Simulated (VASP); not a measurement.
# Al (P6_3/mmc) in VASP: a series of runs

Runs on Al. Level: PBE+D3(BJ). Tasks: single point.

Program: VASP 6.6.1. These are calculated values, not measurements. Logs are shortened: lines on timing, memory, paths and dates and some standing lists are left out, and cuts for length are marked.

**1. The cell of the first run**

The structure is hexagonal, space group P6_3/mmc (No. 194). The conventional cell has a = 2.919 Å, b = 2.919 Å, c = 9.281 Å, α = 90.00°, β = 90.00°, γ = 120.00°. Within 3.8 Å of Al (site symmetry -3m) lie 12 Al at 2.87 to 2.92 Å. Al (site symmetry -6m2) has 12 Al at 2.87 to 2.92 Å within 3.8 Å.

This isn't the form of Al at room conditions, which is fcc.

**2. Single point, PBE+D3(BJ) (17.12 Å³/atom)**

INCAR reads:

```
SYSTEM = Al
PREC = Accurate
ENCUT = 520
EDIFF = 1E-7
ISMEAR = 0
SIGMA = 0.15
LREAL = .False.
LASPH = .True.
NELM = 60
ALGO = Normal
ISIF = 2
LWAVE = .False.
LCHARG = .False.
GGA = PE
IVDW = 12
NBANDS = 14
```

KPOINTS reads:

```
Automatic mesh
0
Gamma
  18 18 6
  0 0 0
```

POSCAR reads:

```
Al
1.0
    2.9189329117      0.0000000000      0.0000000000
   -1.4594664558      2.5278700535      0.0000000000
    0.0000000000      0.0000000000      9.2813309793
Al
4
Direct
    0.0000000000      0.0000000000      0.0000000000
    0.3333333333      0.6666666667      0.2500000000
    0.0000000000      0.0000000000      0.5000000000
    0.6666666667      0.3333333333      0.7500000000
```

Potentials or basis: VASP PAW PBE potentials, release 64 (Al).

Launch:

```bash
$ cat potpaw_PBE.64/Al/POTCAR > POTCAR
$ mpirun -np 1 vasp_std > vasp.out
```

OUTCAR:

```text
SYSTEM = Al
   PREC = Accurate
   ENCUT = 520
   EDIFF = 1E-7
   ISMEAR = 0
   LREAL = .False.
   LASPH = .True.
   NELM = 60
   ISIF = 2
   GGA = PE
   IVDW = 12
 IVDW          = 12

 ion  position               nearest neighbor table
   1  0.000  0.000  0.000-   2 2.87   4 2.87   2 2.87   4 2.87   4 2.87   2 2.87
   2  0.333  0.667  0.250-   1 2.87   3 2.87   1 2.87   3 2.87   1 2.87   3 2.87
   3  0.000  0.000  0.500-   2 2.87   4 2.87   2 2.87   4 2.87   4 2.87   2 2.87
   4  0.667  0.333  0.750-   1 2.87   3 2.87   1 2.87   3 2.87   1 2.87   3 2.87

  LATTYP: Found a hexagonal cell.
 ALAT       =     2.9189329117
 C/A-ratio  =     3.1797000000

  Lattice vectors:

 A1 = (   2.9189329117,   0.0000000000,   0.0000000000)
 A2 = (  -1.4594664558,   2.5278700535,   0.0000000000)
 A3 = (   0.0000000000,   0.0000000000,   9.2813309793)

Analysis of symmetry for initial positions (statically):
=====================================================================
 Subroutine PRICEL returns:
 Original cell was already a primitive cell.

 Routine SETGRP: Setting up the symmetry group for a
 hexagonal supercell.

 Subroutine GETGRP returns: Found 24 space group operations
 (whereof 12 operations were pure point group operations)
 out of a pool of 24 trial point group operations.

The static configuration has the point symmetry D_3d.
 The point group associated with its full space group is D_6h.

Analysis of symmetry for dynamics (positions and initial velocities):
=====================================================================
 Subroutine PRICEL returns:
 Original cell was already a primitive cell.

 Routine SETGRP: Setting up the symmetry group for a
 hexagonal supercell.

 Subroutine GETGRP returns: Found 24 space group operations
 (whereof 12 operations were pure point group operations)
 out of a pool of 24 trial point group operations.

The dynamic configuration has the point symmetry D_3d.
 The point group associated with its full space group is D_6h.

 Subroutine INISYM returns: Found 24 space group operations
 (whereof 12 operations are pure point group operations),
 and found     1 'primitive' translations

----------------------------------------------------------------------------------------

                                     Primitive cell

  volume of cell :      68.4840

[... 104 lines left out ...]
   NUPDOWN=      -1.0000    fix difference up-down
   EMIN   =  10.00;   EMAX   =-10.00  energy-range for DOS
   EFERMI =   0.00;   METHOD = LEGACY
   ISMEAR =     0;   SIGMA  =   0.15  broadening in eV -4-tet -1-fermi 0-gaus
   EFERMI_NEDOS =   21; number of points for ismear=-14 and -15
   IALGO  =     38    algorithm
   IMIX   =      4    mixing-type and parameters
     AMIX     =   0.40;   BMIX     =  1.00
     AMIX_MAG =   1.60;   BMIX_MAG =  1.00
  volume/ion in A,a.u.               =      17.12       115.54
  Fermi-wavevector in a.u.,A,eV,Ry     =   0.916092  1.731162 11.418332  0.839224
  Thomas-Fermi vector in A             =   2.040908
   LORBIT       =      0    0 simple, 1 ext, 2 COOP (PROOUT), +10 PAW based schemes
   GGA     = PE    functional components
   LHFCALC =     F    Hartree Fock is set to
   AEXX    =    0.0000 exact exchange contribution
   IVDW    =    12    specifies the selected vdW correction
   LEPSILON=     F    determine dielectric tensor
   LRPA    =     F    only Hartree local field effects (RPA)
 non-spin polarized calculation
 Gauss-broadening in eV      SIGMA  =   0.15
  energy-cutoff  :      520.00
  volume of cell :       68.48
 maximum number of plane-waves:      1895
 NGX is ok and might be reduce to    24
   NGX = 11   NGY = 11   NGZ = 35

 number of electron      12.0000000 magnetization

 Free energy of the ion-electron system (eV)
  ---------------------------------------------------
  ext. energy  EPLUGINS =         0.00000000
  ---------------------------------------------------
  free energy    TOTEN  =       -14.91217228 eV

  energy without entropy =      -14.89293636  energy(sigma->0) =      -14.90255432

 E-fermi :   7.6184     XC(G=0): -10.0642

 val. band max:        7.6095447608   @ k =   0.3889   0.2222   0.5000
 cond. band min:       7.6424182286   @ k =   0.3889   0.1111   0.5000
 fundamental gap:      0.0328734677
 Fermi energy:         7.6183551338

 k-point     1 :       0.0000    0.0000    0.0000
  band No.  band energies     occupation
      1      -3.2636      2.00000
      2      -1.5566      2.00000
      3      -1.5523      2.00000
      4       3.3142      2.00000
      5       3.6148      2.00000
      6      11.4730      0.00000
      7      11.4891      0.00000
      8      17.5712      0.00000
      9      17.5712      0.00000
     10      17.8498      0.00000
     11      17.8498      0.00000
     12      18.9629      0.00000
     13      18.9635      0.00000
     14      19.1655      0.00000
[... 377 lines left out ...]
      1       1.4468      2.00000
      2       3.0766      2.00000
      3       3.0944      2.00000
      4       3.9158      2.00000
      5       5.5435      2.00000
      6       5.5995      2.00000
      7       7.8008      0.08533
      8       8.2533      0.00000
      9       9.8455      0.00000
     10      10.1587      0.00000
     11      10.9132      0.00000
     12      11.6739      0.00000
     13      11.8145      0.00000
     14      15.6430      0.00000

 [... further k-points ...]

------------------------ aborting loop because EDIFF is reached ----------------------------------------

 Edisp (eV)   -1.29458

 E8    (eV) :    -0.5786

  FORCE on cell =-STRESS in cart. coord.  units (eV):
  Direction    XX          YY          ZZ          XY          YZ          ZX
  --------------------------------------------------------------------------------------
  -------------------------------------------------------------------------------------
  Total      -2.67023    -2.67023    -1.73929    -0.00000    -0.00000     0.00000
  in kB     -62.46992   -62.46992   -40.69054    -0.00000    -0.00000     0.00000
  external pressure =      -55.21 kB  Pullay stress =        0.00 kB

 VOLUME and BASIS-vectors are now :
 -----------------------------------------------------------------------------
  energy-cutoff  :      520.00
  volume of cell :       68.48
      direct lattice vectors                 reciprocal lattice vectors
     2.918932912  0.000000000  0.000000000     0.342590950  0.197794977  0.000000000
    -1.459466456  2.527870054  0.000000000     0.000000000  0.395589955  0.000000000
     0.000000000  0.000000000  9.281330979     0.000000000  0.000000000  0.107743168

 POSITION                                       TOTAL-FORCE (eV/Angst)
 -----------------------------------------------------------------------------------
      0.00000      0.00000      0.00000         0.000000     -0.000000      0.000000
     -0.00000      1.68525      2.32033         0.000000      0.000000     -0.000000
      0.00000      0.00000      4.64067         0.000000     -0.000000      0.000000
      1.45947      0.84262      6.96100        -0.000000     -0.000000      0.000000
 -----------------------------------------------------------------------------------
    total drift:                               -0.000000      0.000000      0.000000

  FREE ENERGIE OF THE ION-ELECTRON SYSTEM (eV)
  ---------------------------------------------------
  free  energy   TOTEN  =       -16.2067555735 eV

  energy  without entropy=      -16.1875196536  energy(sigma->0) =      -16.19713761
```

Run time: 3 min. Hardware: 1 thread of Intel Xeon 8259CL, shared host; peak memory 0.26 GiB.

Results:

- Free energy: -16.2068 eV
- Pressure: -5.5 GPa
- Band gap on the k mesh: zero (bands 6 and 7 overlap by 5.75 eV)
- Dispersion energy per atom: -0.324 eV

Caveat: the cell stands under tension.

**3. Single point, PBE+D3(BJ) (17.12 Å³/atom)**

INCAR reads:

```
SYSTEM = Al
ALGO = Normal
EDIFF = 1E-6
ENCUT = 520
GGA = PE
ISIF = 2
ISMEAR = 0
IVDW = 12
LASPH = .TRUE.
LCHARG = .FALSE.
LREAL = .FALSE.
LWAVE = .FALSE.
NBANDS = 14
NELM = 100
PREC = Accurate
SIGMA = 0.15
```

KPOINTS reads:

```
k-points
0
G
  18 18 6
  0 0 0
```

POSCAR reads:

```
Al
1.0
    2.8268128848      0.0000000000      0.0000000000
   -1.4134064424      2.4480917700      0.0000000000
    0.0000000000      0.0000000000      9.8961065472
Al
4
Direct
    0.0000000000      0.0000000000      0.0000000000
    0.3333333333      0.6666666667      0.2500000000
    0.0000000000      0.0000000000      0.5000000000
    0.6666666667      0.3333333333      0.7500000000
```

Potentials or basis: VASP PAW PBE potentials, release 64 (Al).

Launch:

```bash
$ cat potpaw_PBE.64/Al/POTCAR > POTCAR
$ mpirun -np 1 vasp_std > vasp.out
```

It took 2.4 min on 1 thread of Intel Xeon 8259CL, shared host; peak memory 0.27 GiB.

The run converged. Its results:

| Item | Value |
| --- | --- |
| Free energy | -16.1867 eV |
| Pressure | -5.1 GPa |
| Band gap on the k mesh | zero (bands 6 and 7 overlap by 4.40 eV) |
| Dispersion energy per atom | -0.324 eV |

Stress tensor (GPa, compression positive):
```
-4.05  0.00  0.00
 0.00 -4.05  0.00
 0.00  0.00 -7.21
```

Levels at points of the mesh, in eV from the Fermi level:
```tsv
k point	band 2	band 3	band 4	band 5	band 6	band 7	band 8	band 9	band 10	band 11
(0.00, 0.00, 0.00)	-9.37	-9.36	-5.14	-4.75	2.17	2.18	10.91	11.46	11.46	11.59
(0.50, 0.00, 0.00)	-4.80	-3.68	-3.64	-3.10	-3.05	0.68	0.86	1.04	1.30	6.27
(0.00, 0.00, 0.50)	-10.49	-7.51	-7.51	-1.70	-1.70	6.59	6.59	11.76	11.76	11.76
(0.50, 0.00, 0.50)	-4.51	-4.45	-4.45	-1.83	-1.83	-1.22	-1.22	3.85	3.85	4.25
```

Caveat: the cell stands under tension.

**4. Single point, PBE+D3(BJ) (17.12 Å³/atom)**

INCAR reads:

```
  PREC = Accurate
  ENCUT = 520
  EDIFF = 1E-6
  ISMEAR = 0
  SIGMA = 0.15
  LREAL = False
  LASPH = True
  NELM = 100
  ALGO = Normal
  ISIF = 2
  LWAVE = False
  LCHARG = True
  GGA = PE
  IVDW = 12
  LELF = True
  LVHAR = True
  NBANDS = 14
```

KPOINTS reads:

```
Automatic mesh
0
Gamma
  18 18 6
```

POSCAR reads:

```
Al
1.0
    2.8878996237      0.0000000000      0.0000000000
   -1.4439498119      2.5009944377      0.0000000000
    0.0000000000      0.0000000000      9.4818765917
Al
4
Direct
    0.0000000000      0.0000000000      0.0000000000
    0.3333333333      0.6666666667      0.2500000000
    0.0000000000      0.0000000000      0.5000000000
    0.6666666667      0.3333333333      0.7500000000
```

Potentials or basis: VASP PAW PBE potentials, release 64 (Al).

Launch:

```bash
$ cat potpaw_PBE.64/Al/POTCAR > POTCAR
$ mpirun -np 1 vasp_std > vasp.out
```

OUTCAR:

```text
PREC = Accurate
   ENCUT = 520
   EDIFF = 1E-6
   ISMEAR = 0
   LREAL = False
   LASPH = True
   NELM = 100
   ISIF = 2
   GGA = PE
   IVDW = 12
 IVDW          = 12

 ion  position               nearest neighbor table
   1  0.000  0.000  0.000-   2 2.90   4 2.90   4 2.90   2 2.90   4 2.90   2 2.90
   2  0.333  0.667  0.250-   1 2.90   3 2.90   1 2.90   3 2.90   1 2.90   3 2.90
   3  0.000  0.000  0.500-   2 2.90   4 2.90   4 2.90   2 2.90   4 2.90   2 2.90
   4  0.667  0.333  0.750-   1 2.90   3 2.90   1 2.90   3 2.90   1 2.90   3 2.90

  LATTYP: Found a hexagonal cell.
 ALAT       =     2.8878996237
 C/A-ratio  =     3.2833123817

  Lattice vectors:

 A1 = (   2.8878996237,   0.0000000000,   0.0000000000)
 A2 = (  -1.4439498119,   2.5009944377,   0.0000000000)
 A3 = (   0.0000000000,   0.0000000000,   9.4818765917)

Analysis of symmetry for initial positions (statically):
=====================================================================
 Subroutine PRICEL returns:
 Original cell was already a primitive cell.

 Routine SETGRP: Setting up the symmetry group for a
 hexagonal supercell.

 Subroutine GETGRP returns: Found 24 space group operations
 (whereof 12 operations were pure point group operations)
 out of a pool of 24 trial point group operations.

The static configuration has the point symmetry D_3d.
 The point group associated with its full space group is D_6h.

Analysis of symmetry for dynamics (positions and initial velocities):
=====================================================================
 Subroutine PRICEL returns:
 Original cell was already a primitive cell.

 Routine SETGRP: Setting up the symmetry group for a
 hexagonal supercell.

 Subroutine GETGRP returns: Found 24 space group operations
 (whereof 12 operations were pure point group operations)
 out of a pool of 24 trial point group operations.

The dynamic configuration has the point symmetry D_3d.
[... 134 lines left out ...]
   LRPA    =     F    only Hartree local field effects (RPA)
 non-spin polarized calculation
 Gauss-broadening in eV      SIGMA  =   0.15
  energy-cutoff  :      520.00
  volume of cell :       68.48
 maximum number of plane-waves:      1875
 NGX is ok and might be reduce to    24
   NGX = 11   NGY = 11   NGZ = 35

 number of electron      12.0000000 magnetization

 Free energy of the ion-electron system (eV)
  ---------------------------------------------------
  ext. energy  EPLUGINS =         0.00000000
  ---------------------------------------------------
  free energy    TOTEN  =       -14.92449196 eV

  energy without entropy =      -14.90665466  energy(sigma->0) =      -14.91557331

 E-fermi :   7.6161     XC(G=0): -10.0646

 val. band max:        7.5964160487   @ k =   0.2778   0.2222   0.0000
 cond. band min:       7.6361654675   @ k =   0.3333   0.0556   0.1667
 fundamental gap:      0.0397494188
 Fermi energy:         7.6160511932

 k-point     1 :       0.0000    0.0000    0.0000
  band No.  band energies     occupation
      1      -3.2629      2.00000
      2      -1.6280      2.00000
      3      -1.6222      2.00000
      4       3.1473      2.00000
      5       3.2243      2.00000
      6      10.8840      0.00000
      7      10.8951      0.00000
      8      18.0670      0.00000
      9      18.0670      0.00000
     10      18.2987      0.00000
     11      18.2987      0.00000
     12      19.3248      0.00000
     13      19.3253      0.00000
     14      19.5332      0.00000
[... 377 lines left out ...]
      1       1.5486      2.00000
      2       3.1125      2.00000
      3       3.1228      2.00000
      4       4.0591      2.00000
      5       5.6323      2.00000
      6       5.6743      2.00000
      7       7.7453      0.22297
      8       7.9943      0.00036
      9       9.9232      0.00000
     10      10.1737      0.00000
     11      10.8814      0.00000
     12      11.8474      0.00000
     13      12.0040      0.00000
     14      15.3508      0.00000

 [... further k-points ...]

------------------------ aborting loop because EDIFF is reached ----------------------------------------

 Edisp (eV)   -1.29455

 E8    (eV) :    -0.5785

  FORCE on cell =-STRESS in cart. coord.  units (eV):
  Direction    XX          YY          ZZ          XY          YZ          ZX
  --------------------------------------------------------------------------------------
  -------------------------------------------------------------------------------------
  Total      -2.42142    -2.42142    -2.32719     0.00000     0.00000     0.00000
  in kB     -56.64880   -56.64880   -54.44439     0.00000     0.00000     0.00000
  external pressure =      -55.91 kB  Pullay stress =        0.00 kB

 VOLUME and BASIS-vectors are now :
 -----------------------------------------------------------------------------
  energy-cutoff  :      520.00
  volume of cell :       68.48
      direct lattice vectors                 reciprocal lattice vectors
     2.887899624  0.000000000  0.000000000     0.346272423  0.199920477  0.000000000
    -1.443949812  2.500994438  0.000000000     0.000000000  0.399840953  0.000000000
     0.000000000  0.000000000  9.481876592     0.000000000  0.000000000  0.105464355

 POSITION                                       TOTAL-FORCE (eV/Angst)
 -----------------------------------------------------------------------------------
      0.00000      0.00000      0.00000        -0.000000      0.000000      0.000000
     -0.00000      1.66733      2.37047        -0.000000     -0.000000     -0.000000
      0.00000      0.00000      4.74094        -0.000000      0.000000      0.000000
      1.44395      0.83366      7.11141         0.000000      0.000000     -0.000000
 -----------------------------------------------------------------------------------
    total drift:                               -0.000000      0.000000      0.000000

  FREE ENERGIE OF THE ION-ELECTRON SYSTEM (eV)
  ---------------------------------------------------
  free  energy   TOTEN  =       -16.2190443254 eV

  energy  without entropy=      -16.2012070271  energy(sigma->0) =      -16.21012568
```

Wall time 2.2 min (1 thread of Intel Xeon 8259CL, shared host); peak memory 0.26 GiB.

What came out:

```yaml
Free_energy: -16.2190 eV
Pressure: -5.6 GPa
Band_gap_on_the_k_mesh: zero (bands 6 and 7 overlap by 5.31 eV)
Dispersion_energy_per_atom: -0.324 eV
```

Stress tensor (GPa, compression positive):
```
-5.66  0.00  0.00
 0.00 -5.66  0.00
 0.00  0.00 -5.44
```

Levels at points of the mesh, in eV from the Fermi level:
```tsv
k point	band 2	band 3	band 4	band 5	band 6	band 7	band 8	band 9	band 10	band 11
(0.00, 0.00, 0.00)	-9.24	-9.24	-4.47	-4.39	3.27	3.28	10.45	10.45	10.68	10.68
(0.50, 0.00, 0.00)	-5.02	-3.80	-3.71	-3.29	-3.17	0.85	1.19	1.32	1.49	5.49
(0.00, 0.00, 0.50)	-10.47	-7.22	-7.22	-0.91	-0.91	8.01	8.01	10.75	10.75	10.75
(0.50, 0.00, 0.50)	-4.76	-4.63	-4.63	-1.81	-1.81	-1.18	-1.18	4.39	4.39	4.65
```

Caveat: the cell stands under tension.

[end of part 1 of 2]

The gap in the log of VASP goes by the Fermi energy; the results here count the filled bands.